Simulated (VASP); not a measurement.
Crystal: TaZn2B3.

```xyz
6
Lattice="3.1654 0.0000 0.0000 0.0000 3.1654 0.0000 0.0000 0.0000 7.3857" Properties=species:S:1:pos:R:3 pbc="T T T"
Ta    0.0000    0.0000    3.6929
Zn    1.5827    1.5827    3.6929
Zn    1.5827    1.5827    0.0000
B     0.0000    0.0000    5.4124
B     0.0000    0.0000    1.9733
B     0.0000    0.0000    0.0000
```

The cell was generated, and may not be a known phase.

* Program: VASP 6.6.1
* Task: relaxation of cell and atoms
* Functional: PBE
* Potentials or basis: VASP PAW PBE potentials, release 64 (Ta_pv, Zn, B)
* Cutoff: 600 eV
* k mesh: 6 × 6 × 4
* Occupations: gaussian, width 0.1 eV
* Spin: no spin polarisation

At the start: pressure 47.6 GPa; volume 12.33 Å³/atom.

Where does the relaxation end?

Over 8 steps the energy falls by 1292.4 meV/atom and the volume is 16.30 Å³/atom (+32.2 %); space group P4/mmm (No. 123, to 0.1 Å) before and after.

Step by step:
```csv
step,energy change (eV),largest force (eV/Å),pressure (GPa),volume (Å³)
1,0.0000,10.7971,47.63,74.00
2,-6.3056,0.3260,-13.09,120.61
3,-7.1271,1.6512,-7.57,104.99
4,-7.1313,1.8093,-6.95,104.06
5,-7.5630,1.9109,2.60,97.61
6,-7.7433,0.0174,-1.55,99.71
7,-7.7435,0.0465,-1.41,99.62
8,-7.7545,0.0147,-0.06,97.82
```

Final structure:
```cif
data_structure
_symmetry_space_group_name_H-M 'P 1'
_symmetry_Int_Tables_number 1
_cell_length_a 3.5733
_cell_length_b 3.5733
_cell_length_c 7.6609
_cell_angle_alpha 90.000
_cell_angle_beta 90.000
_cell_angle_gamma 90.000
_cell_volume 97.82
loop_
_atom_site_label
_atom_site_type_symbol
_atom_site_fract_x
_atom_site_fract_y
_atom_site_fract_z
_atom_site_occupancy
Ta1 Ta 0.00000 0.00000 0.50000 1
Zn1 Zn 0.50000 0.50000 0.50000 1
Zn2 Zn 0.50000 0.50000 0.00000 1
B1 B 0.00000 0.00000 0.79347 1
B2 B 0.00000 0.00000 0.20653 1
B3 B 0.00000 0.00000 0.00000 1
```

Caveat: the volume moved by over 15 % at a fixed basis, so the end points are rough.
